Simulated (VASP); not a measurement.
# TaN (I4/mmm) in VASP: further runs

TaN is run at these levels: PBEsol; tasks: single point.

Program: VASP 6.6.1. These are calculated values, not measurements. Logs are shortened: lines on timing, memory, paths and dates and some standing lists are left out, and cuts for length are marked.

## (1) The cell of the first run

Symmetry: I4/mmm, No. 139, tetragonal system. Conventional cell: a = 3.094 Å, b = 3.094 Å, c = 4.212 Å, α = 90.00°, β = 90.00°, γ = 90.00°. Ta (site symmetry 4/mmm) has 6 N at 2.11 to 2.19 Å within 2.8 Å. Within 2.8 Å of N (site symmetry 4/mmm) lie 6 Ta at 2.11 to 2.19 Å.

## (2) Single point, PBEsol (strain -0.0375 x Voigt [0, 1, 0, 0, 0, 0])

INCAR

```
SYSTEM = TaN
PREC = Accurate
ENCUT = 520
EDIFF = 1E-7
ISMEAR = 0
SIGMA = 0.15
LREAL = .False.
LASPH = .True.
NELM = 80
ALGO = Normal
ISIF = 2
LWAVE = .False.
LCHARG = .False.
GGA = PS
NBANDS = 15
```

KPOINTS

```
regular mesh
0
Gamma
  24 24 24
  0 0 0
```

POSCAR

```
TaN
1.0
    0.0000000000      2.1058005290      2.1878447055
    2.1878447055      0.0000000000      2.1878447055
    2.1878447055      2.1058005290      0.0000000000
Ta N
1 1
Direct
    0.5000000000      0.5000000000      0.5000000000
    0.0000000000      0.0000000000      0.0000000000
```

Potentials or basis: VASP PAW PBE potentials, release 64 (Ta_pv, N).

Run with:

```console
cat potpaw_PBE.64/Ta_pv/POTCAR potpaw_PBE.64/N/POTCAR > POTCAR
mpirun -np 1 vasp_std > vasp.out
```

OUTCAR:

```text
SYSTEM = TaN
   PREC = Accurate
   ENCUT = 520
   EDIFF = 1E-7
   ISMEAR = 0
   LREAL = .False.
   LASPH = .True.
   NELM = 80
   ISIF = 2
   GGA = PS

 ion  position               nearest neighbor table
   1  0.500  0.500  0.500-   2 2.11   2 2.11   2 2.19   2 2.19   2 2.19   2 2.19
   2  0.000  0.000  0.000-   1 2.11   1 2.11   1 2.19   1 2.19   1 2.19   1 2.19

  LATTYP: Found a body centered tetragonal cell.
 ALAT       =     3.0940796549
 C/A-ratio  =     1.3611805538

  Lattice vectors:

 A1 = (   0.0000000000,  -2.1058005290,   2.1878447055)
 A2 = (   0.0000000000,  -2.1058005290,  -2.1878447055)
 A3 = (   2.1878447055,   2.1058005290,   0.0000000000)

Analysis of symmetry for initial positions (statically):
=====================================================================
 Subroutine PRICEL returns:
 Original cell was already a primitive cell.

 Routine SETGRP: Setting up the symmetry group for a
 body centered tetragonal supercell.

 Subroutine GETGRP returns: Found 16 space group operations
 (whereof 16 operations were pure point group operations)
 out of a pool of 16 trial point group operations.

The static configuration has the point symmetry D_4h.

Analysis of symmetry for dynamics (positions and initial velocities):
=====================================================================
 Subroutine PRICEL returns:
 Original cell was already a primitive cell.

 Routine SETGRP: Setting up the symmetry group for a
 body centered tetragonal supercell.

 Subroutine GETGRP returns: Found 16 space group operations
 (whereof 16 operations were pure point group operations)
 out of a pool of 16 trial point group operations.

The dynamic configuration has the point symmetry D_4h.

 Subroutine INISYM returns: Found 16 space group operations
 (whereof 16 operations are pure point group operations),
 and found     1 'primitive' translations

----------------------------------------------------------------------------------------

                                     Primitive cell

  volume of cell :      20.1595

  direct lattice vectors                    reciprocal lattice vectors
     0.000000000  2.105800529  2.187844705    -0.228535416  0.237439393  0.228535416
     2.187844705  0.000000000  2.187844705     0.228535416 -0.237439393  0.228535416
     2.187844705  2.105800529  0.000000000     0.228535416  0.237439393 -0.228535416

  length of vectors
     3.036619885  3.094079655  3.036619885     0.401041567  0.401041567  0.401041567

  position of ions in fractional coordinates (direct lattice)
[... 90 lines left out ...]
   NELECT =      16.0000    total number of electrons
   NUPDOWN=      -1.0000    fix difference up-down
   EMIN   =  10.00;   EMAX   =-10.00  energy-range for DOS
   EFERMI =   0.00;   METHOD = LEGACY
   ISMEAR =     0;   SIGMA  =   0.15  broadening in eV -4-tet -1-fermi 0-gaus
   EFERMI_NEDOS =   21; number of points for ismear=-14 and -15
   IALGO  =     38    algorithm
   IMIX   =      4    mixing-type and parameters
     AMIX     =   0.40;   BMIX     =  1.00
     AMIX_MAG =   1.60;   BMIX_MAG =  1.00
  volume/ion in A,a.u.               =      10.08        68.02
  Fermi-wavevector in a.u.,A,eV,Ry     =   1.515729  2.864312 31.258473  2.297433
  Thomas-Fermi vector in A             =   2.625213
   LORBIT       =      0    0 simple, 1 ext, 2 COOP (PROOUT), +10 PAW based schemes
   GGA     = PS    functional components
   LHFCALC =     F    Hartree Fock is set to
   AEXX    =    0.0000 exact exchange contribution
   IVDW    =     0    specifies the selected vdW correction
   LEPSILON=     F    determine dielectric tensor
   LRPA    =     F    only Hartree local field effects (RPA)
 non-spin polarized calculation
 Gauss-broadening in eV      SIGMA  =   0.15
  energy-cutoff  :      520.00
  volume of cell :       20.16
 maximum number of plane-waves:       558
   NGX = 11   NGY = 11   NGZ = 11

 number of electron      15.9999997 magnetization

 Free energy of the ion-electron system (eV)
  ---------------------------------------------------
  ext. energy  EPLUGINS =         0.00000000
  ---------------------------------------------------
  free energy    TOTEN  =       -23.12571603 eV

  energy without entropy =      -23.11697841  energy(sigma->0) =      -23.12134722

 E-fermi :   9.9906     XC(G=0): -13.8823

 val. band max:        9.9898289141   @ k =  -0.0417   0.0417  -0.0000
 cond. band min:       9.9920414095   @ k =   0.3333  -0.2917   0.0417
 fundamental gap:      0.0022124954
 Fermi energy:         9.9905799637

 k-point     1 :       0.0000    0.0000    0.0000
  band No.  band energies     occupation
      1     -25.6062      2.00000
      2     -25.6062      2.00000
      3     -25.6006      2.00000
      4      -9.2679      2.00000
      5       5.9695      2.00000
      6       5.9695      2.00000
      7       6.1950      2.00000
      8       7.5549      2.00000
      9       7.5549      2.00000
     10       8.0423      2.00000
     11       9.7406      1.98155
     12      10.0042      0.89772
     13      12.3589      0.00000
     14      19.4040      0.00000
[... 401 lines left out ...]
      2     -25.7377      2.00000
      3     -25.6774      2.00000
      4      -6.0253      2.00000
      5      -0.6092      2.00000
      6       2.0504      2.00000
      7       2.1394      2.00000
      8      11.3562      0.00000
      9      11.8314      0.00000
     10      12.1463      0.00000
     11      14.5647      0.00000
     12      17.3609      0.00000
     13      18.1258      0.00000
     14      22.1136      0.00000
     15      22.6000      0.00000

 [... further k-points ...]

------------------------ aborting loop because EDIFF is reached ----------------------------------------

  FORCE on cell =-STRESS in cart. coord.  units (eV):
  Direction    XX          YY          ZZ          XY          YZ          ZX
  --------------------------------------------------------------------------------------
  -------------------------------------------------------------------------------------
  Total        0.8759728      4.8498742      0.8759728      0.0000000      0.0000000      0.0000000
  in kB       69.6179120    385.4436068     69.6179120      0.0000000      0.0000000      0.0000000
  external PRESSURE =     174.8931436 kB  Pullay stress =       0.0000000 kB

 VOLUME and BASIS-vectors are now :
 -----------------------------------------------------------------------------
  energy-cutoff  :      520.00
  volume of cell :       20.16
      direct lattice vectors                 reciprocal lattice vectors
     0.000000000  2.105800529  2.187844705    -0.228535416  0.237439393  0.228535416
     2.187844705  0.000000000  2.187844705     0.228535416 -0.237439393  0.228535416
     2.187844705  2.105800529  0.000000000     0.228535416  0.237439393 -0.228535416

 POSITION                                       TOTAL-FORCE (eV/Angst)
 -----------------------------------------------------------------------------------
      2.18784      2.10580      2.18784         0.000000      0.000000      0.000000
      0.00000      0.00000      0.00000         0.000000      0.000000      0.000000
 -----------------------------------------------------------------------------------
    total drift:                                0.000000     -0.000000     -0.000000

  FREE ENERGIE OF THE ION-ELECTRON SYSTEM (eV)
  ---------------------------------------------------
  free  energy   TOTEN  =       -23.1257160343 eV

  energy  without entropy=      -23.1169784107  energy(sigma->0) =      -23.12134722
```

Wall time 2.2 min (1 thread of AMD EPYC 9R45 (Zen 5), shared host); peak memory 0.38 GiB.

Results:

```
Free energy            : -23.1257 eV
Pressure               : 17.5 GPa
Band gap on the k mesh : zero (bands 8 and 9 overlap by 4.32 eV)
```

Levels at points of the mesh, in eV from the Fermi level:
```csv
k point,band 4,band 5,band 6,band 7,band 8,band 9,band 10,band 11,band 12,band 13
"(0.00, 0.00, 0.00)",-19.26,-4.02,-4.02,-3.80,-2.44,-2.44,-1.95,-0.25,0.01,2.37
"(0.50, 0.00, 0.00)",-15.82,-10.85,-8.01,-7.99,1.88,2.26,2.27,3.97,7.64,8.52
"(0.50, 0.50, 0.00)",-17.99,-6.87,-5.84,-4.77,-4.55,2.15,3.61,4.12,5.21,7.35
"(0.50, 0.00, 0.50)",-17.96,-6.41,-5.93,-4.87,-4.87,2.31,3.87,3.87,5.22,7.61
```

Caveat: the cell differs from its parent crystal (strain -0.0375 x Voigt [0, 1, 0, 0, 0, 0]); the cell stands under pressure; the PAW data sets were made with another functional, which shifts forces and pressure a little; spin-orbit coupling is left out, which moves the levels of the heavy elements.

## (3) Single point, PBEsol (strain +0.0375 x Voigt [0, 1, 0, 0, 0, 0])

INCAR

```
SYSTEM = TaN
  PREC = Accurate
  ENCUT = 520
  EDIFF = 1E-6
  ISMEAR = 0
  SIGMA = 0.15
  LREAL = .FALSE.
  LASPH = .TRUE.
  NELM = 60
  ALGO = Normal
  ISIF = 2
  LWAVE = .FALSE.
  LCHARG = .FALSE.
  GGA = PS
  NBANDS = 15
```

KPOINTS

```
regular mesh
0
G
  24 24 24
  0 0 0
```

POSCAR

```
TaN
1.0
    0.0000000000      2.2698888820      2.1878447055
    2.1878447055      0.0000000000      2.1878447055
    2.1878447055      2.2698888820      0.0000000000
Ta N
1 1
Direct
    0.5000000000      0.5000000000      0.5000000000
    0.0000000000      0.0000000000      0.0000000000
```

Potentials or basis: VASP PAW PBE potentials, release 64 (Ta_pv, N).

Run with:

```console
cat potpaw_PBE.64/Ta_pv/POTCAR potpaw_PBE.64/N/POTCAR > POTCAR
mpirun -np 1 vasp_std > vasp.out
```

Run time: 2.4 min. Hardware: 1 thread of AMD EPYC 9R45 (Zen 5), shared host; peak memory 0.4 GiB.

Results (log left out):

```
Free energy            : -23.1612 eV
Pressure               : -10.2 GPa
Band gap on the k mesh : zero (bands 8 and 9 overlap by 3.75 eV)
```

Stress tensor (GPa, compression positive):
```
 -4.69   0.00   0.00
  0.00 -21.12   0.00
  0.00   0.00  -4.69
```

Levels at points of the mesh, in eV from the Fermi level:
| k point | band 6 | band 7 | band 8 | band 9 | band 10 | band 11 |
| --- | --- | --- | --- | --- | --- | --- |
| (0.00, 0.00, 0.00) | -3.68 | -3.68 | -2.34 | -1.90 | -1.90 | -0.45 |
| (0.50, 0.00, 0.00) | -7.44 | -7.42 | 1.74 | 1.90 | 2.08 | 3.73 |
| (0.50, 0.50, 0.00) | -5.35 | -4.66 | -4.55 | 1.96 | 3.20 | 3.70 |
| (0.50, 0.00, 0.50) | -5.30 | -4.43 | -4.43 | 2.02 | 3.44 | 3.44 |

Caveat: the cell differs from its parent crystal (strain +0.0375 x Voigt [0, 1, 0, 0, 0, 0]); the cell stands under tension; the PAW data sets were made with another functional, which shifts forces and pressure a little; spin-orbit coupling is left out, which moves the levels of the heavy elements.

(Part 1 of 2 ends here.)
